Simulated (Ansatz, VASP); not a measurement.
# Mo: VASP beside Ansatz

```xyz
1
Lattice="2.5749 0.0000 0.0000 0.0000 2.5749 0.0000 0.0000 0.0000 2.5749" Properties=species:S:1:pos:R:3 pbc="T T T"
Mo    0.0000    0.0000    0.0000
```

Alike in both runs: functional PBEsol; k mesh 16 × 16 × 16; occupations gaussian, width 0.1 eV; no spin polarisation.

Ansatz relaxed the structure, and its values are those at the end. VASP's run is a single point on that final structure, the one shown.

|  | VASP | Ansatz |
| --- | --- | --- |
| version | VASP 6.6.1 | Ansatz 0.2.0 |
| potentials or method | VASP PAW PBE potentials, release 64 (Mo_sv), cutoff 520 eV | scalar-relativistic, plane waves, PAW |
| valence electrons in the cell | 14 | 14 |

```csv
,VASP,Ansatz,Ansatz less VASP
gap on the k mesh at the Fermi level (eV),none,none,-
pressure (GPa),0.5,0.0,-0.51
```

VASP's potentials were made for PBE, not for PBEsol. A gap of «none» marks a metal or a gap that the smearing closes.
